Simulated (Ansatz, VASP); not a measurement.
MgO in VASP and in Ansatz

```
Mg O
1.0
     3.25534    0.00000    0.00000
    -1.62767    2.81920    0.00000
     0.00000    0.00000    5.10599
Mg O
2 2
Cartesian
  0.0000 1.8795 -0.0338
  1.6277 0.9397 2.5192
  0.0000 1.8795 1.9485
  1.6277 0.9397 4.5015
```

Change from the starting cell: epitaxial_xy strain -1.0%.

Alike in both runs: task single point; functional PBE; k mesh 12 × 12 × 6; occupations fermi-dirac, width 0.02 eV; no spin polarisation.

|  | VASP | Ansatz |
| --- | --- | --- |
| version | VASP 6.6.1 | Ansatz 0.2.0 |
| potentials or method | VASP PAW PBE potentials, release 64 (Mg, O) | plane waves, PAW |
| plane-wave cutoff (eV) | 520 | 420 |
| valence electrons in the cell | 16 | 32 |

Ansatz gave:

* gap on the k mesh at the Fermi level (eV): 3.68
* pressure (GPa): 5.1
* traceless stress, the component that is largest in VASP (GPa): -1.21
* rms of the force components (eV/Å): 0.004

Problem. What did VASP give for the same quantities?

Solution. gap on the k mesh at the Fermi level (eV): 3.66; pressure (GPa): 4.7; traceless stress, the component that is largest in VASP (GPa): -1.20; rms of the force components (eV/Å): 0.003.

Atom by atom the forces differ by 0.001 eV/Å (rms over components). With one functional, cell and mesh, what is left measures potentials, basis and numerics. VASP's potentials hold 16 valence electrons a cell and Ansatz's 32, so a difference there can come from the potentials and not from the codes.
